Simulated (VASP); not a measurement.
Set up this calculation in VASP 6.6.1, as the native input.

| Quantity | Value |
| --- | --- |
| Task | single point |
| Functional | PBEsol |
| Potentials or basis | VASP PAW PBE potentials, release 64 (Sc_sv, Zn) |
| Cutoff | 520 eV |
| k mesh | 10 × 10 × 10 |
| Occupations | fermi-dirac, width 0.03 eV |
| Spin | no spin polarisation |
| Dipole correction | no |
| Further INCAR settings | ALGO = Normal; EDIFF = 1e-07; NBANDS = 18 |

The structure of ScZn lies in POSCAR:

```
ScZn
1.0
    3.3500000000      0.0167500000      0.0167500000
    0.0167500000      3.3500000000      0.0167500000
    0.0167500000      0.0167500000      3.3500000000
Sc Zn
1 1
Direct
    0.0000000000      0.0000000000      0.0000000000
    0.5000000000      0.5000000000      0.5000000000
```

This cell differs from its parent crystal: equal xy, yz and zx shear strains of +1 %.

These files were run (other wordings do the same):

INCAR

```
  PREC = Accurate
  ENCUT = 520
  EDIFF = 1E-7
  ISMEAR = -1
  SIGMA = 0.03
  LREAL = F
  LASPH = T
  NELM = 100
  ALGO = Normal
  ISIF = 2
  LWAVE = F
  LCHARG = F
  GGA = PS
  NBANDS = 18
```

KPOINTS

```
Automatic mesh
0
Gamma
  10 10 10
```

Potentials or basis: VASP PAW PBE potentials, release 64 (Sc_sv, Zn).

Run with:

```sh
$ cat potpaw_PBE.64/Sc_sv/POTCAR potpaw_PBE.64/Zn/POTCAR > POTCAR
$ mpirun -np 1 vasp_std > vasp.out
```

Results of the run:

```json
{"Pressure": "-3.1 GPa"}
```

Caveat: the cell differs from its parent crystal (equal xy, yz and zx shear strains of +1 %); the PAW data sets were made with another functional, which shifts forces and pressure a little.

Wall time 66 s on 1 thread of Intel Xeon 6975P-C (shared host), peak memory 0.22 GiB.
